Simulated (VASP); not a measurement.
# CaO: single point with PBEsol

The system is CaO.

```
Ca O
1.0
     0.00000    2.58983    2.58983
     2.58983    0.00000    2.58983
     2.58983    2.58983    0.00000
Ca O
1 1
Direct
  0.00000 0.00000 0.00000
  0.25000 0.25000 0.25000
```

```
Program                : VASP 6.6.1
Task                   : single point
Functional             : PBEsol
Potentials or basis    : VASP PAW PBE potentials, release 64 (Ca_sv, O)
Cutoff                 : 520 eV
k mesh                 : 12 × 12 × 12
Occupations            : gaussian, width 0.05 eV
Spin                   : no spin polarisation
Dipole correction      : no
Further INCAR settings : ALGO = Normal; EDIFF = 1e-07; NBANDS = 15
```

- Pressure: 0.5 GPa
- Band gap on the k mesh: 3.26 eV (least direct gap 3.93 eV)

Levels at points of the mesh, in eV from the valence-band top:
```tsv
k point	band 5	band 6	band 7	band 8	band 9	band 10	band 11	band 12
(0.00, 0.00, 0.00)	-14.73	-0.67	-0.67	-0.67	3.26	8.06	8.06	9.75
(0.50, 0.00, 0.00)	-14.01	-1.03	-0.40	-0.40	6.13	7.94	7.94	8.22
(0.50, 0.50, 0.00)	-13.79	-1.51	0.00	0.00	4.87	6.63	9.15	9.48
```

It took 39 s on 1 thread of Intel(R) Xeon(R) Platinum 8488C (Sapphire Rapids), with other jobs on the host, peak memory 0.18 GiB.

Caveat: the PAW data sets were made with another functional, which shifts forces and pressure a little. A k mesh can miss the band edges.
